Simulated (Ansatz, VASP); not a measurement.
One calculation of P2Se2O, two programs

```
P Se O
1.0
     3.67277    0.00000    0.00000
     0.00000    3.67277    0.00000
     0.00000    0.00000    7.89967
P Se O
2 2 1
Direct
  0.50000 0.50000 0.99935
  0.00000 0.00000 0.94136
  0.50000 0.50000 0.28542
  0.00000 0.00000 0.35048
  0.00000 0.00000 0.75177
```

Alike in both runs: functional PBE; dispersion D3(BJ); k mesh 10 × 10 × 6; occupations gaussian, width 0.1 eV; no spin polarisation.

Ansatz relaxed the structure, and its values are those at the end. VASP's run is a single point on that final structure, the one shown.

```csv
,VASP,Ansatz
version,VASP 6.6.1,Ansatz 0.2.0
potentials or method,"VASP PAW PBE potentials, release 64 (P, Se, O), cutoff 520 eV","scalar-relativistic, plane waves, PAW"
valence electrons in the cell,28,48
```

|  | VASP | Ansatz | Ansatz less VASP |
| --- | --- | --- | --- |
| gap on the k mesh at the Fermi level (eV) | none | none | - |
| pressure (GPa) | -0.1 | 0.0 | +0.05 |
| rms of the force components (eV/Å) | 0.006 | 0.001 | -0.0052 |

A gap of «none» marks a metal or a gap that the smearing closes. VASP's potentials hold 28 valence electrons a cell and Ansatz's 48, so a difference there can come from the potentials and not from the codes.
